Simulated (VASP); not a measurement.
Wanted: the native input for a VASP 6.6.1 run.

```yaml
Task: single point
Functional: LDA
Potentials_or_basis: VASP PAW LDA potentials, release 64 (Li_sv)
Cutoff: 520 eV
k_mesh: 22 × 22 × 22
Occupations: fermi-dirac, width 0.1 eV
Spin: no spin polarisation
Dipole_correction: no
Further_INCAR_settings: ALGO = Normal; EDIFF = 1e-06; NBANDS = 8
```

The structure of Li lies in POSCAR:

```
Li
1.0
   -1.6589045446      1.6589045446      1.6589045446
    1.6589045446     -1.6589045446      1.6589045446
    1.6589045446      1.6589045446     -1.6589045446
Li
1
Direct
    0.0000000000      0.0000000000      0.0000000000
```

This cell differs from its parent crystal: volume scaled by 0.96.

One way to write it, as run:

INCAR

```
SYSTEM = Li
PREC     = Accurate       ! precision mode
ENCUT    = 520            ! plane-wave cutoff, eV
EDIFF    = 1E-6           ! SCF threshold, eV
ISMEAR   = -1             ! smearing method
SIGMA    = 0.1            ! smearing width, eV
LREAL    = .False.        ! projectors in reciprocal space
LASPH    = .True.         ! aspherical terms in the spheres
NELM     = 60             ! most SCF steps
ALGO     = Normal         ! electronic algorithm
ISIF     = 2              ! what is computed and relaxed
LWAVE    = .False.        ! write WAVECAR
LCHARG   = .False.        ! write CHGCAR
NBANDS   = 8              ! bands
```

KPOINTS

```
regular mesh
0
Gamma
  22 22 22
  0 0 0
```

Potentials or basis: VASP PAW LDA potentials, release 64 (Li_sv).

Command:

```bash
$ cat potpaw_LDA.64/Li_sv/POTCAR > POTCAR
$ mpirun -np 1 vasp_std > vasp.out
```

Run time: 15 s on 1 thread of Intel(R) Xeon(R) Platinum 8375C CPU @ 2.90GHz (Ice Lake), with other jobs on the host, peak memory 0.14 GiB.
